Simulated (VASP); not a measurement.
# CaScSi3 (Pm-3m) in VASP: a series of runs

Runs on CaScSi3. Level: PBE. Tasks: relaxation of cell and atoms, single point.

Everything below comes from runs of VASP 6.6.1. Logs are shortened: lines on timing, memory, paths and dates and some standing lists are left out, and cuts for length are marked.

## Step 1: The cell of the first run

The structure is cubic, space group Pm-3m (No. 221). Conventional cell: a = 4.471 Å, b = 4.471 Å, c = 4.471 Å, α = 90.00°, β = 90.00°, γ = 90.00°. Ca (site symmetry m-3m) has 12 Si at 3.16 Å and 8 Sc at 3.87 Å within 4.2 Å. Within 3.0 Å of Sc (site symmetry m-3m) lie 6 Si at 2.24 Å. Within 3.0 Å of Si (site symmetry 4/mmm) lie 2 Sc at 2.24 Å.

## Step 2: Relaxation of cell and atoms, PBE

Contents of INCAR:

```
PREC = Accurate ; ENCUT = 600
EDIFF = 1E-6 ; ISMEAR = 0
SIGMA = 0.1 ; LREAL = F
LASPH = T ; NELM = 100
ALGO = Normal ; ISIF = 3
LWAVE = F ; LCHARG = F
GGA = PE ; IBRION = 2
NSW = 90 ; EDIFFG = -0.04
```

Contents of KPOINTS:

```
Automatic mesh
0
Gamma
  4 4 4
```

Contents of POSCAR:

```
CaScSi3
1.0
    4.4706758200      0.0000000000      0.0000000000
    0.0000000000      4.4706758200      0.0000000000
    0.0000000000      0.0000000000      4.4706758200
Ca Sc Si
1 1 3
Direct
    0.0000000000      0.0000000000      0.0000000000
    0.5000000000      0.5000000000      0.5000000000
    0.0000000000      0.5000000000      0.5000000000
    0.5000000000      0.0000000000      0.5000000000
    0.5000000000      0.5000000000      0.0000000000
```

Potentials or basis: VASP PAW PBE potentials, release 64 (Ca_sv, Sc_sv, Si).

Command:

```
> cat potpaw_PBE.64/Ca_sv/POTCAR potpaw_PBE.64/Sc_sv/POTCAR potpaw_PBE.64/Si/POTCAR > POTCAR
> mpirun -np 1 vasp_std > vasp.out
```

OUTCAR:

```text
PREC = Accurate
   ENCUT = 600
   EDIFF = 1E-6
   ISMEAR = 0
   LREAL = F
   LASPH = T
   NELM = 100
   ISIF = 3
   GGA = PE
   IBRION = 2
   NSW = 90
   EDIFFG = -0.04

 ion  position               nearest neighbor table
   1  0.000  0.000  0.000-   3 3.16   4 3.16   5 3.16   3 3.16   4 3.16   3 3.16   5 3.16   3 3.16
                             4 3.16   5 3.16   4 3.16   5 3.16
   2  0.500  0.500  0.500-   3 2.24   4 2.24   5 2.24   5 2.24   4 2.24   3 2.24
   3  0.000  0.500  0.500-   2 2.24   2 2.24   1 3.16   1 3.16   1 3.16   1 3.16
   4  0.500  0.000  0.500-   2 2.24   2 2.24   1 3.16   1 3.16   1 3.16   1 3.16
   5  0.500  0.500  0.000-   2 2.24   2 2.24   1 3.16   1 3.16   1 3.16   1 3.16

  LATTYP: Found a simple cubic cell.
 ALAT       =     4.4706758200

  Lattice vectors:

 A1 = (   4.4706758200,   0.0000000000,   0.0000000000)
 A2 = (   0.0000000000,   4.4706758200,   0.0000000000)
 A3 = (   0.0000000000,   0.0000000000,   4.4706758200)

Analysis of symmetry for initial positions (statically):
=====================================================================
 Subroutine PRICEL returns:
 Original cell was already a primitive cell.

 Routine SETGRP: Setting up the symmetry group for a
 simple cubic supercell.

 Subroutine GETGRP returns: Found 48 space group operations
[... 9 lines left out ...]

 Routine SETGRP: Setting up the symmetry group for a
 simple cubic supercell.

 Subroutine GETGRP returns: Found 48 space group operations
 (whereof 48 operations were pure point group operations)
 out of a pool of 48 trial point group operations.

The dynamic configuration has the point symmetry O_h .

 Subroutine INISYM returns: Found 48 space group operations
 (whereof 48 operations are pure point group operations),
 and found     1 'primitive' translations

----------------------------------------------------------------------------------------

                                     Primitive cell

  volume of cell :      89.3551

  direct lattice vectors                    reciprocal lattice vectors
     4.470675820  0.000000000  0.000000000     0.223679828  0.000000000  0.000000000
     0.000000000  4.470675820  0.000000000     0.000000000  0.223679828  0.000000000
     0.000000000  0.000000000  4.470675820     0.000000000  0.000000000  0.223679828

  length of vectors
     4.470675820  4.470675820  4.470675820     0.223679828  0.223679828  0.223679828

  position of ions in fractional coordinates (direct lattice)
     0.000000000  0.000000000  0.000000000
     0.500000000  0.500000000  0.500000000
     0.000000000  0.500000000  0.500000000
     0.500000000  0.000000000  0.500000000
     0.500000000  0.500000000  0.000000000

  ion indices of the primitive-cell ions
   primitive index   ion index
                 1           1
                 2           2
                 3           3
                 4           4
                 5           5

----------------------------------------------------------------------------------------

 KPOINTS: Automatic mesh

Automatic generation of k-mesh.
 Grid dimensions read from file:
 generate k-points for:    4    4    4

 Generating k-lattice:

  Cartesian coordinates                     Fractional coordinates (reciprocal lattice)
     0.055919957  0.000000000  0.000000000     0.250000000  0.000000000  0.000000000
     0.000000000  0.055919957  0.000000000     0.000000000  0.250000000  0.000000000
     0.000000000  0.000000000  0.055919957     0.000000000  0.000000000  0.250000000

  Length of vectors
     0.055919957  0.055919957  0.055919957

  Shift w.r.t. Gamma in fractional coordinates (k-lattice)
     0.000000000  0.000000000  0.000000000

 Subroutine IBZKPT returns following result:
 ===========================================

 Found     10 irreducible k-points:

 Following reciprocal coordinates:
            Coordinates               Weight
  0.000000  0.000000  0.000000      1.000000
  0.250000  0.000000  0.000000      6.000000
  0.500000  0.000000  0.000000      3.000000
[... 40 lines left out ...]
   NGX = 17   NGY = 17   NGZ = 17

--------------------------------------- Ionic step        1  -------------------------------------------

 number of electron      33.0000001 magnetization

 Free energy of the ion-electron system (eV)
  ---------------------------------------------------
  ext. energy  EPLUGINS =         0.00000000
  ---------------------------------------------------
  free energy    TOTEN  =       -21.01954335 eV

  energy without entropy =      -20.99437667  energy(sigma->0) =      -21.00696001

 E-fermi :   6.2352     XC(G=0): -10.4348

 val. band max:        6.1959001637   @ k =   0.5000   0.2500   0.2500
 cond. band min:       6.2729607884   @ k =   0.5000   0.2500   0.0000
 fundamental gap:      0.0770606247
 Fermi energy:         6.2352062240

 k-point     1 :       0.0000    0.0000    0.0000
  band No.  band energies     occupation
      1     -40.2055      2.00000
      2     -34.2356      2.00000
      3     -19.3076      2.00000
      4     -19.3076      2.00000
      5     -19.3076      2.00000
      6     -15.2824      2.00000
[... 12 lines left out ...]
     19       8.1857      0.00000
     20       8.1859      0.00000
[... 542 lines left out ...]
 POSITION                                       TOTAL-FORCE (eV/Angst)
 -----------------------------------------------------------------------------------
      0.00000      0.00000      0.00000         0.000000      0.000000      0.000000
      2.49077      2.49077      2.49077        -0.000000     -0.000000      0.000000
     -0.00000      2.49077      2.49077         0.000000      0.000000      0.000000
      2.49077     -0.00000      2.49077         0.000000      0.000000      0.000000
      2.49077      2.49077      0.00000         0.000000      0.000000      0.000000
 -----------------------------------------------------------------------------------
    total drift:                                0.000000      0.000000      0.000000

  FREE ENERGIE OF THE ION-ELECTRON SYSTEM (eV)
  ---------------------------------------------------
  free  energy   TOTEN  =       -23.1551473999 eV

  energy  without entropy=      -23.1361424916  energy(sigma->0) =      -23.14564495

--------------------------------------- Ionic step        4  -------------------------------------------

 number of electron      32.9999991 magnetization

 Free energy of the ion-electron system (eV)
  ---------------------------------------------------
  ext. energy  EPLUGINS =         0.00000000
  ---------------------------------------------------
  free energy    TOTEN  =       -23.15606731 eV

  energy without entropy =      -23.13827262  energy(sigma->0) =      -23.14716996

 E-fermi :   3.6461     XC(G=0):  -9.1077

 val. band max:        3.5693287856   @ k =   0.5000   0.2500   0.0000
 cond. band min:       3.6881506598   @ k =   0.2500   0.0000   0.0000
 fundamental gap:      0.1188218742
 Fermi energy:         3.6460730610

 k-point     1 :       0.0000    0.0000    0.0000
  band No.  band energies     occupation
      1     -43.7953      2.00000
      2     -37.9612      2.00000
      3     -22.6043      2.00000
      4     -22.6043      2.00000
      5     -22.6043      2.00000
      6     -18.9280      2.00000
[... 12 lines left out ...]
     19       5.2053      0.00000
     20       5.2053      0.00000
[... 218 lines left out ...]
 VOLUME and BASIS-vectors are now :
 -----------------------------------------------------------------------------
  energy-cutoff  :      600.00
  volume of cell :      124.58
      direct lattice vectors                 reciprocal lattice vectors
     4.994459002 -0.000000000  0.000000000     0.200221886 -0.000000000  0.000000000
     0.000000000  4.994459002 -0.000000000     0.000000000  0.200221886  0.000000000
    -0.000000000 -0.000000000  4.994459002    -0.000000000  0.000000000  0.200221886

 POSITION                                       TOTAL-FORCE (eV/Angst)
 -----------------------------------------------------------------------------------
      0.00000      0.00000      0.00000         0.000000      0.000000      0.000000
      2.49723      2.49723      2.49723        -0.000000     -0.000000      0.000000
     -0.00000      2.49723      2.49723         0.000000      0.000000      0.000000
      2.49723     -0.00000      2.49723         0.000000      0.000000      0.000000
      2.49723      2.49723      0.00000         0.000000      0.000000      0.000000
 -----------------------------------------------------------------------------------
    total drift:                                0.000000      0.000000      0.000000

  FREE ENERGIE OF THE ION-ELECTRON SYSTEM (eV)
  ---------------------------------------------------
  free  energy   TOTEN  =       -23.1560673059 eV

  energy  without entropy=      -23.1382726187  energy(sigma->0) =      -23.14716996

 reached required accuracy - stopping structural energy minimisation
```

Run time: 60 s. Hardware: 1 thread of Intel Xeon Platinum 8488C (Sapphire Rapids), shared host; peak memory 0.22 GiB.

Results:

| Property | Result |
| --- | --- |
| Free energy | -23.1561 eV |
| Relaxed volume | 24.92 Å³/atom |
| Relaxed cell | a = 4.994 Å, b = 4.994 Å, c = 4.994 Å, α = 90.00°, β = 90.00°, γ = 90.00° |
| Space group after relaxing (to 0.05 Å) | Pm-3m (No. 221) |
| Energy gained by relaxing | 427.3 meV/atom |
| Ionic steps | 4 |
| Pressure after relaxing | 0.0 GPa |

Step by step:
| step | energy change (eV) | largest force (eV/Å) | pressure (GPa) | volume (Å³) |
| --- | --- | --- | --- | --- |
| 1 | 0.0000 | 0.0000 | 25.20 | 89.36 |
| 2 | -2.0956 | 0.0000 | -1.98 | 130.86 |
| 3 | -2.1356 | 0.0000 | 0.33 | 123.62 |
| 4 | -2.1365 | 0.0000 | -0.01 | 124.58 |

Final structure:
```
Ca Sc Si
1.0
     4.99446    0.00000    0.00000
     0.00000    4.99446    0.00000
     0.00000    0.00000    4.99446
Ca Sc Si
1 1 3
Direct
  0.00000 0.00000 0.00000
  0.50000 0.50000 0.50000
  0.00000 0.50000 0.50000
  0.50000 0.00000 0.50000
  0.50000 0.50000 0.00000
```

Levels at points of the mesh, in eV from the Fermi level:
| k point | band 15 | band 16 | band 17 | band 18 | band 19 | band 20 |
| --- | --- | --- | --- | --- | --- | --- |
| (0.00, 0.00, 0.00) | 1.48 | 1.48 | 1.48 | 1.56 | 1.56 | 1.56 |
| (0.50, 0.00, 0.00) | -0.79 | -0.79 | -0.34 | -0.33 | 1.92 | 2.43 |
| (0.50, 0.50, 0.00) | -0.92 | -0.33 | 0.22 | 0.26 | 0.26 | 2.84 |
| (0.50, 0.50, 0.50) | -2.73 | -0.27 | -0.27 | 1.37 | 3.63 | 3.63 |

Caveat: the volume moved by over 15 % at a fixed basis, so the end points are rough.

## Step 3: Single point, PBE

This run uses another cell than the first one: it holds 10 atoms, not 5.

Contents of INCAR:

```
  PREC = Accurate
  ENCUT = 520
  EDIFF = 1E-7
  ISMEAR = 0
  SIGMA = 0.2
  LREAL = False
  LASPH = True
  NELM = 100
  ALGO = Normal
  ISIF = 2
  LWAVE = False
  LCHARG = True
  GGA = PE
  LELF = True
  LVHAR = True
  NBANDS = 44
```

Contents of KPOINTS:

```
Automatic mesh
0
Gamma
  4 4 2
```

Contents of POSCAR:

```
CaScSi3
1.0
    0.0000000000      4.9848263698      0.0000000000
    0.0000000000      0.0000000000      4.9848263698
    9.9696527396      0.0000000000      0.0000000000
Ca Sc Si
2 2 6
Direct
    0.0000000000      0.0000000000      0.0000000000
    0.0000000000      0.0000000000      0.5000000000
    0.5000000000      0.5000000000      0.2500000000
    0.5000000000      0.5000000000      0.7500000000
    0.5000000000      0.5000000000      0.0000000000
    0.5000000000      0.5000000000      0.5000000000
    0.0000000000      0.5000000000      0.2500000000
    0.0000000000      0.5000000000      0.7500000000
    0.5000000000      0.0000000000      0.2500000000
    0.5000000000      0.0000000000      0.7500000000
```

Potentials or basis: VASP PAW PBE potentials, release 64 (Ca_sv, Sc_sv, Si).

Command:

```
> cat potpaw_PBE.64/Ca_sv/POTCAR potpaw_PBE.64/Sc_sv/POTCAR potpaw_PBE.64/Si/POTCAR > POTCAR
> mpirun -np 1 vasp_std > vasp.out
```

Run time: 2 min. Hardware: 1 thread of Intel Xeon Platinum 8488C (Sapphire Rapids), shared host; peak memory 0.4 GiB.

It converged, with:

```yaml
Free_energy: -46.3728 eV
Pressure: 0.1 GPa
Band_gap_on_the_k_mesh: zero (band 33 reaches 5.16 eV, above the bottom of band 34 at 3.13 eV)
```

Levels at points of the mesh, in eV from the Fermi level:
```
           k point  band 29  band 30  band 31  band 32  band 33  band 34  band 35  band 36  band 37  band 38
(0.00, 0.00, 0.00)    -0.83    -0.83    -0.37    -0.34     1.45     1.45     1.45     1.54     1.54     1.54
(0.50, 0.00, 0.00)    -0.96    -0.83    -0.83    -0.37    -0.36    -0.34     0.20     0.24     0.24     1.88
(0.50, 0.50, 0.00)    -0.96    -0.96    -0.36    -0.31    -0.31     0.20     0.24     0.24     1.35     2.83
(0.00, 0.00, 0.50)     0.01     0.01     0.01     0.01     0.26     0.26     1.32     1.32     1.63     1.63
(0.50, 0.00, 0.50)    -0.90    -0.90    -0.67    -0.67    -0.10    -0.10     0.81     0.81     1.26     1.26
(0.50, 0.50, 0.50)    -2.14    -2.14    -0.34    -0.34    -0.20    -0.20     1.97     1.97     1.97     1.97
```

## Step 4: Single point, PBE

This run uses another cell than the first one, of 24.77 Å³/atom, 1.386 times its volume.

Contents of INCAR:

```
PREC     = Accurate       # precision mode
ENCUT    = 520            # plane-wave cutoff, eV
EDIFF    = 1E-6           # SCF threshold, eV
ISMEAR   = 0              # smearing method
SIGMA    = 0.1            # smearing width, eV
LREAL    = F              # projectors in reciprocal space
LASPH    = T              # aspherical terms in the spheres
NELM     = 60             # most SCF steps
ALGO     = Normal         # electronic algorithm
ISIF     = 2              # what is computed and relaxed
LWAVE    = F              # write WAVECAR
LCHARG   = F              # write CHGCAR
GGA      = PE             # functional
NBANDS   = 24             # bands
```

Contents of KPOINTS:

```
regular mesh
0
Gamma
  8 8 8
```

Contents of POSCAR:

```
CaScSi3
1.0
    4.9848263698      0.0000000000      0.0000000000
    0.0000000000      4.9848263698      0.0000000000
    0.0000000000      0.0000000000      4.9848263698
Ca Sc Si
1 1 3
Direct
    0.0000000000      0.0000000000      0.0000000000
    0.5000000000      0.5000000000      0.5000000000
    0.0000000000      0.5000000000      0.5000000000
    0.5000000000      0.0000000000      0.5000000000
    0.5000000000      0.5000000000      0.0000000000
```

Command:

```
> cat potpaw_PBE.64/Ca_sv/POTCAR potpaw_PBE.64/Sc_sv/POTCAR potpaw_PBE.64/Si/POTCAR > POTCAR
> mpirun -np 1 vasp_std > vasp.out
```

It took 73 s on 1 thread of Intel Xeon Platinum 8488C (Sapphire Rapids), shared host; peak memory 0.3 GiB.

The run converged. Its results:

```yaml
Free_energy: -23.1642 eV
Pressure: 0.0 GPa
```

Levels at points of the mesh, in eV from the Fermi level:
```tsv
k point	band 14	band 15	band 16	band 17	band 18	band 19	band 20	band 21
(0.00, 0.00, 0.00)	-1.98	1.29	1.29	1.29	1.38	1.38	1.38	2.05
(0.50, 0.00, 0.00)	-1.21	-0.99	-0.99	-0.54	-0.51	1.73	2.26	2.26
(0.50, 0.50, 0.00)	-1.12	-1.12	-0.52	0.04	0.08	0.08	2.66	2.83
(0.50, 0.50, 0.50)	-2.94	-2.94	-0.46	-0.46	1.18	3.45	3.46	3.48
```

## Step 5: Single point, PBE, collinear spin, ferromagnetic start

This run uses another cell than the first one, of 24.77 Å³/atom, 1.386 times its volume.

Contents of INCAR:

```
SYSTEM = CaScSi3
ALGO     = Normal         ! electronic algorithm
EDIFF    = 1E-6           ! SCF threshold, eV
ENCUT    = 520            ! plane-wave cutoff, eV
GGA      = PE             ! functional
ISIF     = 2              ! what is computed and relaxed
ISMEAR   = 0              ! smearing method
ISPIN    = 2              ! spin polarisation
LASPH    = .TRUE.         ! aspherical terms in the spheres
LCHARG   = .FALSE.        ! write CHGCAR
LMAXMIX  = 4              ! l up to which the mixer works
LORBIT   = 11             ! projections on sites
LREAL    = .FALSE.        ! projectors in reciprocal space
LWAVE    = .FALSE.        ! write WAVECAR
MAGMOM   = 0 1 0 0 0      ! initial moments
NBANDS   = 28             ! bands
NELM     = 150            ! most SCF steps
PREC     = Accurate       ! precision mode
SIGMA    = 0.1            ! smearing width, eV
```

Contents of KPOINTS:

```
k-points
0
G
  4 4 4
  0 0 0
```

POSCAR is that of step 4.

Command:

```
> cat potpaw_PBE.64/Ca_sv/POTCAR potpaw_PBE.64/Sc_sv/POTCAR potpaw_PBE.64/Si/POTCAR > POTCAR
> mpirun -np 1 vasp_std > vasp.out
```

Wall time 55 s (1 thread of Intel Xeon Platinum 8488C (Sapphire Rapids), shared host); peak memory 0.3 GiB.

The run converged. Its results:

```
Free energy                                           : -23.1611 eV
Pressure                                              : 0.2 GPa
Net moment                                            : 0.00 μB per cell
Valence electrons inside the program's atomic spheres : Ca 8.04; Sc 9.99; Si 1.61
```

Levels at points of the mesh, in eV from the Fermi level:
Spin up:
| k point | band 13 | band 14 | band 15 | band 16 | band 17 | band 18 | band 19 | band 20 | band 21 | band 22 |
| --- | --- | --- | --- | --- | --- | --- | --- | --- | --- | --- |
| (0.00, 0.00, 0.00) | -1.79 | -1.79 | 1.48 | 1.48 | 1.48 | 1.57 | 1.57 | 1.57 | 2.24 | 2.31 |
| (0.50, 0.00, 0.00) | -1.26 | -1.02 | -0.80 | -0.80 | -0.35 | -0.31 | 1.92 | 2.45 | 2.45 | 2.98 |
| (0.50, 0.50, 0.00) | -1.81 | -0.93 | -0.93 | -0.33 | 0.23 | 0.27 | 0.27 | 2.85 | 3.03 | 3.50 |
| (0.50, 0.50, 0.50) | -2.75 | -2.75 | -2.75 | -0.27 | -0.27 | 1.38 | 3.65 | 3.65 | 3.68 | 3.68 |
Spin down:
| k point | band 14 | band 15 | band 16 | band 17 | band 18 | band 19 | band 20 | band 21 |
| --- | --- | --- | --- | --- | --- | --- | --- | --- |
| (0.00, 0.00, 0.00) | -1.79 | 1.48 | 1.48 | 1.48 | 1.57 | 1.57 | 1.57 | 2.24 |
| (0.50, 0.00, 0.00) | -1.02 | -0.80 | -0.80 | -0.35 | -0.31 | 1.92 | 2.45 | 2.45 |
| (0.50, 0.50, 0.00) | -0.93 | -0.93 | -0.33 | 0.23 | 0.27 | 0.27 | 2.85 | 3.03 |
| (0.50, 0.50, 0.50) | -2.75 | -2.75 | -0.27 | -0.27 | 1.38 | 3.65 | 3.65 | 3.68 |

## Step 6: The runs side by side

```tsv
task	spin	cell	k mesh	cutoff (eV)	smearing	gap on the mesh (eV)	pressure (GPa)
relaxation of cell and atoms	off	relaxed from a = 4.471 Å, 5 atoms	4 × 4 × 4	600	gaussian 0.1 eV	none	0.0
single point	off	a = 4.985, b = 4.985, c = 9.970 Å, 10 atoms	4 × 4 × 2	520	gaussian 0.2 eV	none	0.1
single point	off	a = 4.985 Å, 5 atoms	8 × 8 × 8	520	gaussian 0.1 eV	none	0.0
single point	collinear, ferromagnetic start	a = 4.985 Å, 5 atoms	4 × 4 × 4	520	gaussian 0.1 eV	none	0.2
```

Alike in all rows: level PBE; potentials or basis VASP PAW PBE potentials, release 64 (Ca_sv, Sc_sv, Si).

Caveats: the volume moved by over 15 % at a fixed basis, so the end points are rough (some runs).

Absolute energies hang on the potentials; compare differences alone.
